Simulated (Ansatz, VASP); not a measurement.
# Two plane-wave programs on PtF2

```
Pt F
1.0
     2.96540   -3.42578    0.00000
     2.96540    3.42578    0.00000
     0.00000    0.00000    3.11222
Pt F
1 2
Direct
  0.00000 0.00000 0.00000
  0.78273 0.78273 0.50000
  0.21727 0.21727 0.50000
```

Alike in both runs: functional PBE; k mesh 6 × 6 × 10; occupations gaussian, width 0.02 eV; no spin polarisation.

Ansatz relaxed the structure, and its values are those at the end. VASP's run is a single point on that final structure, the one shown.

```csv
,VASP,Ansatz
version,VASP 6.6.1,Ansatz 0.2.0
potentials or method,"VASP PAW PBE potentials, release 64 (Pt_sv_GW, F), cutoff 700 eV","scalar-relativistic, plane waves, PAW"
valence electrons in the cell,32,32
```

```tsv
	VASP	Ansatz	Ansatz less VASP
gap on the k mesh at the Fermi level (eV)	1.24	1.27	+0.025
least direct gap on the mesh (eV)	1.36	1.39	+0.030
pressure (GPa)	0.0	0.0	+0.01
rms of the force components (eV/Å)	0.029	0.001	-0.0275
```

Neither program's run includes spin-orbit coupling.
